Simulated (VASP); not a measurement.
Input of a VASP 6.6.1 run:

File INCAR:

```
SYSTEM = Pd
ALGO = Normal
EDIFF = 1E-6
ENCUT = 500
GGA = PE
GGA_COMPAT = .False.
ISIF = 2
ISMEAR = -1
LASPH = .True.
LCHARG = .False.
LREAL = .False.
LWAVE = .False.
NBANDS = 11
NELM = 120
PREC = Accurate
SIGMA = 0.1
```

File KPOINTS:

```
k-points
0
Gamma
  10 10 10
  0 0 0
```

POSCAR

```
Pd
1.0
    0.0000000000      1.9500000000      1.9500000000
    1.9500000000      0.0000000000      1.9500000000
    1.9500000000      1.9500000000      0.0000000000
Pd
1
Direct
    0.0000000000      0.0000000000      0.0000000000
```

Potentials or basis: VASP PAW PBE potentials, release 64 (Pd).

The run is started by

```console
$ cat potpaw_PBE.64/Pd/POTCAR > POTCAR
$ mpirun -np 1 vasp_std > vasp.out
```

Task: Predict the band gap on the k mesh.

Result: Zero (band 5 reaches 9.99 eV, above the bottom of band 6 at 8.43 eV).

Task: What does it give for the pressure?

Result: 5.9 GPa.
